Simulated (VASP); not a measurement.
A run of VASP 6.6.1 is set up as follows.

The input INCAR:

```
  PREC = Accurate
  ENCUT = 520
  EDIFF = 1E-6
  ISMEAR = 0
  SIGMA = 0.05
  LREAL = F
  LASPH = T
  NELM = 60
  ALGO = Normal
  ISIF = 2
  LWAVE = F
  LCHARG = F
  GGA = CA
  NBANDS = 21
```

File KPOINTS:

```
regular mesh
0
Gamma
  8 8 6
```

POSCAR

```
AlGaN2
1.0
    3.1152128962      0.0000000000      0.0000000000
    0.0000000000      3.1152128962      0.0000000000
    0.0000000000      0.0000000000      4.3839389486
Al Ga N
1 1 2
Direct
    0.5000000000      0.5000000000      0.5000000000
    0.0000000000      0.0000000000      0.0000000000
    0.5000000000      0.0000000000      0.7400738390
    0.0000000000      0.5000000000      0.2599261610
```

Potentials or basis: VASP PAW LDA potentials, release 64 (Al, Ga_d, N).

The run is started by

```bash
$ cat potpaw_LDA.64/Al/POTCAR potpaw_LDA.64/Ga_d/POTCAR potpaw_LDA.64/N/POTCAR > POTCAR
$ mpirun -np 1 vasp_std > vasp.out
```

Task: What does it give for the band gap on the k mesh?

Result: 3.07 eV, direct.

Task: Predict the pressure.

Result: 0.9 GPa.

Task: What does it give for the largest force?

Result: 0.033 eV/Å.

Forces in eV/Å, atoms in the order of the input:
```
Al   0.000  0.000  0.000
Ga   0.000  0.000  0.000
N    0.000  0.000 -0.033
N    0.000  0.000  0.033
```

A k mesh can miss the band edges. A hybrid or GW would open this gap; LDA tends to underestimate it.
